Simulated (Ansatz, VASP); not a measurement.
## TaN in VASP and in Ansatz

```
Ta N
1.0
     5.18500    0.00000    0.00000
    -2.59250    4.49034    0.00000
     0.00000    0.00000    2.90800
Ta N
3 3
Direct
  0.00000 0.00000 0.00000
  0.33333 0.66667 0.50000
  0.66667 0.33333 0.50000
  0.50000 0.00000 0.00000
  0.50000 0.50000 0.00000
  0.00000 0.50000 0.00000
```

Alike in both runs: task relaxation of cell and atoms; functional PBE; dispersion D3(BJ); k mesh 12 × 12 × 12; occupations gaussian, width 0.1 eV; no spin polarisation.

```csv
,VASP,Ansatz
version,VASP 6.6.1,Ansatz 0.2.0
potentials or method,"VASP PAW PBE potentials, release 64 (Ta_pv, N), cutoff 600 eV","scalar-relativistic, plane waves, PAW"
valence electrons in the cell,48,54
```

VASP gave:

| Quantity | Value |
| --- | --- |
| gap on the k mesh at the Fermi level, each at its own relaxed structure (eV) | none |
| relaxed volume (Å³/atom) | 11.45 |
| relaxed cell length with the largest relative difference (Å) | 5.219 |

Question: Estimate Ansatz's values.

Answer: gap on the k mesh at the Fermi level, each at its own relaxed structure (eV): none; relaxed volume (Å³/atom): 11.43; relaxed cell length with the largest relative difference (Å): 5.215.

A gap of «none» marks a metal or a gap that the smearing closes. VASP's potentials hold 48 valence electrons a cell and Ansatz's 54, so a difference there can come from the potentials and not from the codes.

Spin-orbit coupling is off throughout.
